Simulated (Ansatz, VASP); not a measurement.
**One calculation of Ga2SnO2, two programs**

```xyz
5
Lattice="-1.4538 3.3330 4.2759 1.4538 -3.3330 4.2759 1.4538 3.3330 -4.2759" Properties=species:S:1:pos:R:3 pbc="T T T"
Ga    1.4538    0.0000    2.9546
Ga    0.0000    3.3330    1.3214
Sn    0.0000    0.0000    0.0000
O     0.0000    1.2352    4.2759
O     1.4538    2.0977    0.0000
```

Change from the starting cell: species swapped into the Ho2GaNi2 type (Immm, No. 71).

Alike in both runs: functional PBE; k mesh 6 × 6 × 6; occupations gaussian, width 0.1 eV; no spin polarisation.

Ansatz relaxed the structure, and its values are those at the end. VASP's run is a single point on that final structure, the one shown.

|  | VASP | Ansatz |
| --- | --- | --- |
| version | VASP 6.6.1 | Ansatz 0.2.0 |
| potentials or method | VASP PAW PBE potentials, release 64 (Ga_d, Sn_d, O), cutoff 520 eV | scalar-relativistic, plane waves, PAW |
| valence electrons in the cell | 52 | 52 |

```tsv
	VASP	Ansatz	Ansatz less VASP
gap on the k mesh at the Fermi level (eV)	none	none	-
pressure (GPa)	0.2	0.1	-0.14
rms of the force components (eV/Å)	0.020	0.002	-0.0180
```

A gap of «none» marks a metal or a gap that the smearing closes. The functional is the same, so the differences come from potentials, cutoffs and numerics.

The k mesh is coarse, so the values compare programs but aren't converged.
